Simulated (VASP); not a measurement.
Set up this calculation in VASP 6.6.1, as the native input.

* Task: single point
* Functional: PBE
* Potentials or basis: VASP PAW PBE potentials, release 64 (Zr_sv, Ta_pv, N)
* Cutoff: 520 eV
* k mesh: 8 × 4 × 2
* Occupations: gaussian, width 0.2 eV
* Spin: no spin polarisation
* Dipole correction: no
* Further INCAR settings: ALGO = Normal; EDIFF = 1e-06; NBANDS = 67

The structure of ZrTa2N4 lies in POSCAR:

```
ZrTa2N4
1.0
    0.0009904807      3.0902937456      0.0013580351
   -0.0026516367      0.0023667572      5.1918692836
   10.7083643629      0.0035248808     -0.0054801453
Zr Ta N
2 4 8
Direct
   -0.0000483008     -0.0008024353      0.5000865961
    0.0000129570      0.0007245027      0.0000881747
    0.5000395553      0.8228775537      0.7500543201
   -0.0002762711      0.6482074531      0.2496935702
    0.4999512322      0.1771603871      0.2503017042
    0.0002693864      0.3518217600      0.7500044363
    0.0004960688      0.6796406972      0.6326451151
   -0.0004506246      0.3195468546      0.3672478059
    0.5001250816      0.8385132928      0.3691447127
    0.4998511099      0.1608975915      0.6308495707
    0.0002209145      0.6802506983      0.8672631375
   -0.0001574144      0.3205882732      0.1326459663
    0.4999672710      0.1614533108      0.8691702400
    0.4999990344      0.8391200602      0.1308046499
```

The input as run:

INCAR

```
  PREC = Accurate
  ENCUT = 520
  EDIFF = 1E-6
  ISMEAR = 0
  SIGMA = 0.2
  LREAL = F
  LASPH = T
  NELM = 80
  ALGO = Normal
  ISIF = 2
  LWAVE = F
  LCHARG = T
  GGA = PE
  LELF = T
  LVHAR = T
  NBANDS = 67
```

KPOINTS

```
Automatic mesh
0
Gamma
  8 4 2
```

Potentials or basis: VASP PAW PBE potentials, release 64 (Zr_sv, Ta_pv, N).

The run is started by

```console
$ cat potpaw_PBE.64/Zr_sv/POTCAR potpaw_PBE.64/Ta_pv/POTCAR potpaw_PBE.64/N/POTCAR > POTCAR
$ mpirun -np 1 vasp_std > vasp.out
```

Results of the run:

```
Pressure               : 0.5 GPa
Largest force          : 0.059 eV/Å
Band gap on the k mesh : zero (bands 54 and 55 overlap by 0.32 eV)
```

Caveat: spin-orbit coupling is left out, which moves the levels of the heavy elements.

Wall time 5.1 min on 1 thread of AMD EPYC 9R45 96-Core Processor (Zen 5), on a shared host, peak memory 0.45 GiB.
